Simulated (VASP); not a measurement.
Set up this calculation in VASP 6.6.1, as the native input.

```yaml
Task: dielectric tensor
Functional: PBE
Potentials_or_basis: VASP PAW PBE potentials, release 64 (Ca_sv, O)
Cutoff: 520 eV
k_mesh: 8 × 8 × 8
Occupations: gaussian, width 0.01 eV
Spin: no spin polarisation
Dipole_correction: no
Further_INCAR_settings: ALGO = Normal; EDIFF = 1e-08
```

The structure of CaO lies in POSCAR:

```
CaO
1.0
    0.0000000000      2.3975473904      2.3975473904
    2.3975473904      0.0000000000      2.3975473904
    2.3975473904      2.3975473904      0.0000000000
Ca O
1 1
Direct
    0.0000000000      0.0000000000      0.0000000000
    0.5000000000      0.5000000000      0.5000000000
```

One way to write it, as run:

INCAR

```
SYSTEM = CaO
PREC = Accurate
ENCUT = 520
EDIFF = 1E-8
ISMEAR = 0
SIGMA = 0.01
LREAL = .FALSE.
LASPH = .TRUE.
NELM = 80
ALGO = Normal
ISIF = 2
LWAVE = .FALSE.
LCHARG = .FALSE.
GGA = PE
LEPSILON = .TRUE.
```

KPOINTS

```
Automatic mesh
0
G
  8 8 8
  0 0 0
```

Potentials or basis: VASP PAW PBE potentials, release 64 (Ca_sv, O).

Launch:

```sh
$ cat potpaw_PBE.64/Ca_sv/POTCAR potpaw_PBE.64/O/POTCAR > POTCAR
$ mpirun -np 1 vasp_std > vasp.out
```

It gave:

```
Band gap on the k mesh                  : 3.63 eV (least direct gap 4.01 eV)
Electronic dielectric tensor (diagonal) : 3.79
Born charges (mean of the diagonal)     : Ca +2.36; O -2.36 e
```

Run time: 3.9 min on 1 thread of Intel(R) Xeon(R) Platinum 8259CL CPU @ 2.50GHz (Skylake/Cascade Lake), with other jobs on the host, peak memory 0.2 GiB.
